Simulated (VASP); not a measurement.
Set up this calculation in VASP 6.6.1, as the native input.

| Property | Result |
| --- | --- |
| Task | single point |
| Functional | PBE |
| Potentials or basis | VASP PAW PBE potentials, release 64 (Si, Bi_d, Se) |
| Cutoff | 520 eV |
| k mesh | 2 × 2 × 2 |
| Occupations | gaussian, width 0.15 eV |
| Spin | no spin polarisation |
| Dipole correction | no |
| Further INCAR settings | ALGO = Normal; EDIFF = 1e-06; NBANDS = 55 |

The structure of Si2Bi2Se lies in POSCAR:

```
Si2Bi2Se
1.0
    6.0603155124     -3.7553158382      0.0000000000
    6.0603155124      3.7553158382      0.0000000000
    0.0000000000      0.0000000000      6.9598109036
Si Bi Se
4 4 2
Direct
    0.6943489037      0.9891186760      0.7173812544
    0.0108813240      0.3056510963      0.7173812544
    0.3056510963      0.0108813240      0.2173812544
    0.9891186760      0.6943489037      0.2173812544
    1.0557467822      0.6521724479      0.8285209215
    0.3478275521     -0.0557467822      0.8285209215
   -0.0557467822      0.3478275521      0.3285209215
    0.6521724479      1.0557467822      0.3285209215
    0.7141376569      0.2858623431      0.8457956483
    0.2858623431      0.7141376569      0.3457956483
```

These files were run (other wordings do the same):

INCAR

```
PREC = Accurate ; ENCUT = 520
EDIFF = 1E-6 ; ISMEAR = 0
SIGMA = 0.15 ; LREAL = False
LASPH = True ; NELM = 60
ALGO = Normal ; ISIF = 2
LWAVE = False ; LCHARG = False
GGA = PE ; NBANDS = 55
```

KPOINTS

```
Automatic mesh
0
Gamma
  2 2 2
```

Potentials or basis: VASP PAW PBE potentials, release 64 (Si, Bi_d, Se).

The run is started by

```bash
$ cat potpaw_PBE.64/Si/POTCAR potpaw_PBE.64/Bi_d/POTCAR potpaw_PBE.64/Se/POTCAR > POTCAR
$ mpirun -np 1 vasp_std > vasp.out
```

Results of the run:

```json
{"Pressure": "0.1 GPa", "Largest force": "0.068 eV/Å", "Band gap on the k mesh": "0.27 eV (least direct gap 0.46 eV)"}
```

Caveat: the k points lie up to 0.49 Å⁻¹ apart; spin-orbit coupling is left out, which moves the levels of the heavy elements.

Run time: 73 s on 1 thread of Intel(R) Xeon(R) 6975P-C (Granite Rapids), with other jobs on the host, peak memory 0.44 GiB.
